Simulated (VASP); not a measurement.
**KF: single point with PBE**

KF:

```
CELL_PARAMETERS angstrom
0.00000 2.71054 2.30396
2.80540 0.00000 2.30396
2.80540 2.71054 0.00000
ATOMIC_POSITIONS crystal
K 0.00000 0.00000 0.00000
F 0.50000 0.50000 0.50000
```

This cell differs from its parent crystal: normal strain along x +0.0350, normal strain along z -0.1500.

| Property | Result |
| --- | --- |
| Program | VASP 6.6.1 |
| Task | single point |
| Functional | PBE |
| Potentials or basis | VASP PAW PBE potentials, release 64 (K_sv, F) |
| Cutoff | 520 eV |
| k mesh | 8 × 8 × 8 |
| Occupations | gaussian, width 0.05 eV |
| Spin | no spin polarisation |
| Dipole correction | no |
| Further INCAR settings | ALGO = Normal; EDIFF = 1e-07; NBANDS = 15 |

```yaml
Pressure: 9.7 GPa
Band_gap_on_the_k_mesh: 5.93 eV, indirect (least direct gap 5.94 eV)
```

Stress tensor (GPa, compression positive):
```
 0.74  0.00  0.00
 0.00  2.54  0.00
 0.00  0.00 25.94
```

Levels at points of the mesh, in eV from the valence-band top:
| k point | band 5 | band 6 | band 7 | band 8 | band 9 | band 10 | band 11 | band 12 |
| --- | --- | --- | --- | --- | --- | --- | --- | --- |
| (0.00, 0.00, 0.00) | -9.43 | -0.63 | -0.60 | -0.02 | 5.93 | 10.18 | 10.41 | 11.33 |
| (0.50, 0.00, 0.00) | -9.23 | -1.40 | -1.01 | -0.96 | 8.87 | 10.67 | 11.58 | 12.72 |
| (0.50, 0.50, 0.00) | -9.85 | -0.67 | -0.62 | -0.03 | 7.37 | 10.74 | 13.11 | 13.74 |
| (0.50, 0.00, 0.50) | -9.57 | -0.75 | -0.68 | 0.00 | 8.19 | 10.13 | 11.54 | 13.48 |
| (0.00, 0.50, 0.50) | -9.53 | -0.83 | -0.64 | -0.01 | 8.25 | 10.23 | 11.22 | 13.72 |

It took 25 s on 1 thread of Intel(R) Xeon(R) 6975P-C (Granite Rapids), on a shared host, peak memory 0.19 GiB.

Caveat: the cell differs from its parent crystal (normal strain along x +0.0350, normal strain along z -0.1500). A k mesh can miss the band edges.
